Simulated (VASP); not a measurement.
# Sb (R-3m) in VASP: further runs

Runs on Sb. Level: r2SCAN. Tasks: single point, relaxation of volume and atoms at fixed shape.

Everything below comes from runs of VASP 6.6.1. Logs are shortened: lines on timing, memory, paths and dates and some standing lists are left out, and cuts for length are marked.

### Step 1. The cell of the first run

The structure is trigonal, space group R-3m (No. 166). The conventional cell has a = 4.366 Å, b = 4.366 Å, c = 11.424 Å, α = 90.00°, β = 90.00°, γ = 120.00°. Within 3.9 Å of Sb (site symmetry 3m) lie 6 Sb at 2.93 to 3.43 Å.

### Step 2. Single point, r2SCAN

POSCAR reads:

```
Sb
1.0
    4.5666298443      0.0000000000      0.0000000000
    2.4797960384      3.8346733554      0.0000000000
    2.4797960384      1.3495079567      3.5893659631
Sb
2
Direct
    0.2316374552      0.2316374552      0.2316374552
    0.7683625448      0.7683625448      0.7683625448
```

INCAR.step1 reads:

```
SYSTEM = Sb
PREC = Accurate
ENCUT = 520
ISMEAR = -1
SIGMA = 0.05
LREAL = .False.
LASPH = .True.
NELM = 100
NBANDS = 12
GGA = PE
ALGO = Normal
EDIFF = 1E-4
LWAVE = .True.
LCHARG = .False.
```

INCAR.step2 reads:

```
SYSTEM = Sb
PREC = Accurate
ENCUT = 520
EDIFF = 1E-7
ISMEAR = -1
SIGMA = 0.05
LREAL = .False.
LASPH = .True.
NELM = 100
ALGO = Normal
ISIF = 2
LWAVE = .False.
LCHARG = .True.
METAGGA = R2SCAN
LMIXTAU = .True.
LELF = .True.
LVHAR = .True.
NBANDS = 12
ISTART = 1
```

KPOINTS reads:

```
Automatic mesh
0
Gamma
  7 7 7
  0 0 0
```

Potentials or basis: VASP PAW PBE potentials, release 64 (Sb).

Run with:

```
> cat potpaw_PBE.64/Sb/POTCAR > POTCAR
> cp INCAR.step1 INCAR
> mpirun -np 1 vasp_std > vasp.out
> cp INCAR.step2 INCAR
> mpirun -np 1 vasp_std > vasp.out
```

OUTCAR:

```text
SYSTEM = Sb
   PREC = Accurate
   ENCUT = 520
   EDIFF = 1E-7
   ISMEAR = -1
   LREAL = .False.
   LASPH = .True.
   NELM = 100
   ISIF = 2
   METAGGA = R2SCAN
   ISTART = 1

 ion  position               nearest neighbor table
   1  0.232  0.232  0.232-   2 2.93   2 2.93   2 2.93   2 3.43   2 3.43   2 3.43
   2  0.768  0.768  0.768-   1 2.93   1 2.93   1 2.93   1 3.43   1 3.43   1 3.43

  LATTYP: Found a trigonal (rhomboedric) cell.
 ALAT       =     4.5666298443
 COS(alpha) =     0.5430254089

  Lattice vectors:

 A1 = (   4.5666298443,   0.0000000000,   0.0000000000)
 A2 = (   2.4797960384,   3.8346733554,   0.0000000000)
 A3 = (   2.4797960384,   1.3495079567,   3.5893659631)

Analysis of symmetry for initial positions (statically):
=====================================================================
 Subroutine PRICEL returns:
 Original cell was already a primitive cell.

 Routine SETGRP: Setting up the symmetry group for a
 trigonal (rhombohedral) supercell.

 Subroutine GETGRP returns: Found 12 space group operations
 (whereof 12 operations were pure point group operations)
 out of a pool of 12 trial point group operations.

The static configuration has the point symmetry D_3d.

Analysis of symmetry for dynamics (positions and initial velocities):
=====================================================================
 Subroutine PRICEL returns:
 Original cell was already a primitive cell.

 Routine SETGRP: Setting up the symmetry group for a
 trigonal (rhombohedral) supercell.

 Subroutine GETGRP returns: Found 12 space group operations
 (whereof 12 operations were pure point group operations)
 out of a pool of 12 trial point group operations.

The dynamic configuration has the point symmetry D_3d.

 Subroutine INISYM returns: Found 12 space group operations
 (whereof 12 operations are pure point group operations),
 and found     1 'primitive' translations

----------------------------------------------------------------------------------------

                                     Primitive cell

  volume of cell :      62.8553

  direct lattice vectors                    reciprocal lattice vectors
     4.566629844  0.000000000  0.000000000     0.218979868 -0.141609300 -0.098045877
     2.479796038  3.834673355  0.000000000     0.000000000  0.260778405 -0.098045877
     2.479796038  1.349507957  3.589365963     0.000000000  0.000000000  0.278600736

  length of vectors
     4.566629844  4.566629844  4.566629844     0.278600736  0.278600736  0.278600736

[... 83 lines left out ...]
   NSW    =      0    number of steps for IOM
   IBRION =     -1    ionic relax: 0-MD 1-quasi-New 2-CG
   NFREE  =      0    steps in history (QN), initial steepest desc. (CG)
   ISIF   =      2    stress and relaxation
   ISYM   =      2    0-nonsym 1-usesym 2-fastsym
   POTIM  = 0.5000    time-step for ionic-motion
   TEBEG  =    0.0;   TEEND  =   0.0 temperature during run
   PSTRESS=    0.0 pullay stress
   NELECT =      10.0000    total number of electrons
   NUPDOWN=      -1.0000    fix difference up-down
   EMIN   =  10.00;   EMAX   =-10.00  energy-range for DOS
   EFERMI =   0.00;   METHOD = LEGACY
   ISMEAR =    -1;   SIGMA  =   0.05  broadening in eV -4-tet -1-fermi 0-gaus
   EFERMI_NEDOS =   21; number of points for ismear=-14 and -15
   IALGO  =     38    algorithm
   IMIX   =      4    mixing-type and parameters
     AMIX     =   0.40;   BMIX     =  1.00
     AMIX_MAG =   1.60;   BMIX_MAG =  1.00
  volume/ion in A,a.u.               =      31.43       212.08
  Fermi-wavevector in a.u.,A,eV,Ry     =   0.887076  1.676331 10.706478  0.786904
  Thomas-Fermi vector in A             =   2.008327
   LORBIT       =      0    0 simple, 1 ext, 2 COOP (PROOUT), +10 PAW based schemes
   METAGGA = R2SCAN    functional components
   LHFCALC =     F    Hartree Fock is set to
   AEXX    =    0.0000 exact exchange contribution
   IVDW    =     0    specifies the selected vdW correction
   LEPSILON=     F    determine dielectric tensor
   LRPA    =     F    only Hartree local field effects (RPA)
 non-spin polarized calculation
  energy-cutoff  :      520.00
  volume of cell :       62.86
 maximum number of plane-waves:      1724
 NGX is ok and might be reduce to    36
   NGX = 17   NGY = 17   NGZ = 17

 number of electron      10.0000000 magnetization

 Free energy of the ion-electron system (eV)
  ---------------------------------------------------
  ext. energy  EPLUGINS =         0.00000000
  ---------------------------------------------------
  free energy    TOTEN  =       -51.40990422 eV

  energy without entropy =      -51.40934440  energy(sigma->0) =      -51.40962431

 E-fermi :   6.7508     XC(G=0):  -9.8089

 val. band max:        6.5748692584   @ k =   0.4286   0.2857   0.2857
 cond. band min:       6.9205496390   @ k =   0.4286   0.0000   0.0000
 fundamental gap:      0.3456803807
 Fermi energy:         6.7508375576

 k-point     1 :       0.0000    0.0000    0.0000
  band No.  band energies     occupation
      1      -6.3126      2.00000
      2       1.7666      2.00000
      3       4.6573      2.00000
      4       4.7708      2.00000
      5       4.7708      2.00000
      6       8.7072      0.00000
      7       9.4418      0.00000
      8       9.4418      0.00000
      9      12.2516      0.00000
     10      12.2516      0.00000
     11      12.5563      0.00000
     12      13.9156      0.00000
[... 331 lines left out ...]
 k-point    24 :       0.4286    0.2857    0.1429
  band No.  band energies     occupation
      1      -5.0446      2.00000
      2      -1.1365      2.00000
      3       2.7435      2.00000
      4       3.7678      2.00000
      5       5.4946      2.00000
      6       8.2146      0.00000
      7       9.4455      0.00000
      8      10.2892      0.00000
      9      11.7786      0.00000
     10      14.4176      0.00000
     11      15.5230      0.00000
     12      15.8992      0.00000

 [... further k-points ...]
[... 5 lines left out ...]
  --------------------------------------------------------------------------------------
  -------------------------------------------------------------------------------------
  Total        0.0845133     -0.0006836     -0.0193470      0.0658728      0.0248201      0.0456083
  in kB        2.1542387     -0.0174242     -0.4931532      1.6790933      0.6326622      1.1625520
  external PRESSURE =       0.5478871 kB  Pullay stress =       0.0000000 kB

 VOLUME and BASIS-vectors are now :
 -----------------------------------------------------------------------------
  energy-cutoff  :      520.00
  volume of cell :       62.86
      direct lattice vectors                 reciprocal lattice vectors
     4.566629844  0.000000000  0.000000000     0.218979868 -0.141609300 -0.098045877
     2.479796038  3.834673355  0.000000000     0.000000000  0.260778405 -0.098045877
     2.479796038  1.349507957  3.589365963     0.000000000  0.000000000  0.278600736

 POSITION                                       TOTAL-FORCE (eV/Angst)
 -----------------------------------------------------------------------------------
      2.20663      1.20085      0.83143         0.047480      0.025839      0.017890
      7.31959      3.98333      2.75793        -0.047480     -0.025839     -0.017890
 -----------------------------------------------------------------------------------
    total drift:                                0.000000      0.000000      0.000000

  FREE ENERGIE OF THE ION-ELECTRON SYSTEM (eV)
  ---------------------------------------------------
  free  energy   TOTEN  =       -51.4099042232 eV

  energy  without entropy=      -51.4093444001  energy(sigma->0) =      -51.40962431
```

Run time: 2.1 min. Hardware: 1 thread of Intel Xeon 6975P-C, shared host; peak memory 0.22 GiB.

What came out:

```
Free energy            : -51.4099 eV
Pressure               : 0.1 GPa
Largest force          : 0.057 eV/Å
Band gap on the k mesh : 0.35 eV, indirect (least direct gap 0.69 eV)
```

Forces in eV/Å, atoms in the order of the input:
```
Sb   0.047  0.026  0.018
Sb  -0.047 -0.026 -0.018
```

Stress tensor (GPa, compression positive):
```
 0.22  0.17  0.12
 0.17  0.00  0.06
 0.12  0.06 -0.05
```

Levels at points of the mesh, in eV from the valence-band top:
```tsv
k point	band 1	band 2	band 3	band 4	band 5	band 6	band 7	band 8	band 9	band 10
(0.00, 0.00, 0.00)	-12.89	-4.81	-1.92	-1.80	-1.80	2.13	2.87	2.87	5.68	5.68
```

Caveat: the PAW data sets were made with another functional, which shifts forces and pressure a little; spin-orbit coupling is left out, which moves the levels of the heavy elements.

### Step 3. Relaxation of volume and atoms at fixed shape, r2SCAN

This run uses another cell than the first one, of 30.21 Å³/atom, 0.961 times its volume.

POSCAR reads:

```
Sb
1.0
    4.5066620000      0.0000000000      0.0000000000
    2.4472319752      3.7843173812      0.0000000000
    2.4472319752      1.3317865548      3.5422313044
Sb
2
Direct
    0.2334900000      0.2334900000      0.2334900000
    0.7665100000      0.7665100000      0.7665100000
```

INCAR.step1 reads:

```
PREC     = Accurate       # precision mode
ENCUT    = 600            # plane-wave cutoff, eV
ISMEAR   = -1             # smearing method
SIGMA    = 0.05           # smearing width, eV
LREAL    = F              # projectors in reciprocal space
LASPH    = T              # aspherical terms in the spheres
NELM     = 60             # most SCF steps
GGA      = PE             # functional
ALGO     = Normal         # electronic algorithm
EDIFF    = 1E-4           # SCF threshold, eV
LWAVE    = T              # write WAVECAR
LCHARG   = F              # write CHGCAR
```

INCAR.step2 reads:

```
PREC     = Accurate       # precision mode
ENCUT    = 600            # plane-wave cutoff, eV
EDIFF    = 1E-7           # SCF threshold, eV
ISMEAR   = -1             # smearing method
SIGMA    = 0.05           # smearing width, eV
LREAL    = F              # projectors in reciprocal space
LASPH    = T              # aspherical terms in the spheres
NELM     = 60             # most SCF steps
ALGO     = Normal         # electronic algorithm
ISIF     = 8              # what is computed and relaxed
LWAVE    = F              # write WAVECAR
LCHARG   = F              # write CHGCAR
METAGGA  = R2SCAN         # meta-GGA
LMIXTAU  = T            
IBRION   = 2              # ionic algorithm
NSW      = 80             # ionic steps
EDIFFG   = -0.03          # ionic threshold
ISTART   = 1
```

KPOINTS reads:

```
Automatic mesh
0
Gamma
  7 7 7
```

Potentials or basis: VASP PAW PBE potentials, release 64 (Sb).

Run with:

```
> cat potpaw_PBE.64/Sb/POTCAR > POTCAR
> cp INCAR.step1 INCAR
> mpirun -np 1 vasp_std > vasp.out
> cp INCAR.step2 INCAR
> mpirun -np 1 vasp_std > vasp.out
```

Wall time 6.8 min (1 thread of Intel Xeon 6975P-C, shared host); peak memory 0.24 GiB.

It converged, with:

- Free energy: -51.4103 eV
- Relaxed volume: 31.34 Å³/atom
- Relaxed cell: a = 4.562 Å, b = 4.562 Å, c = 4.562 Å, α = 57.11°, β = 57.11°, γ = 57.11°
- Space group after relaxing (to 0.05 Å): R-3m (No. 166)
- Energy gained by relaxing: 6.2 meV/atom
- Ionic steps: 5
- Pressure after relaxing: 0.0 GPa
- Largest force after relaxing: 0.005 eV/Å
- Band gap on the k mesh: 0.35 eV, indirect (least direct gap 0.70 eV)

Forces on the atoms (eV/Å):
```
Sb  -0.004 -0.002 -0.001
Sb   0.004  0.002  0.001
```

Stress tensor (GPa, compression positive):
```
 0.13  0.12  0.08
 0.12 -0.02  0.04
 0.08  0.04 -0.05
```

The path:
```
step  energy change (eV)  largest force (eV/Å)  pressure (GPa)  volume (Å³)
   1              0.0000                0.0356            1.86        60.41
   2             -0.0055                0.2377           -1.11        63.52
   3             -0.0102                0.1299            0.03        62.23
   4             -0.0115                0.0843            0.02        62.39
   5             -0.0124                0.0047            0.02        62.68
```

Final structure:
```
Sb
1.0
     4.56241    0.00000    0.00000
     2.47750    3.83113    0.00000
     2.47750    1.34826    3.58605
Sb
2
Direct
  0.23224 0.23224 0.23224
  0.76776 0.76776 0.76776
```

Levels at points of the mesh, in eV from the valence-band top:
```tsv
k point	band 3	band 4	band 5	band 6	band 7	band 8
(0.00, 0.00, 0.00)	-1.95	-1.79	-1.79	2.19	2.88	2.88
```

Caveat: the PAW data sets were made with another functional, which shifts forces and pressure a little; spin-orbit coupling is left out, which moves the levels of the heavy elements. Zero-point motion and thermal expansion aren't in these numbers.
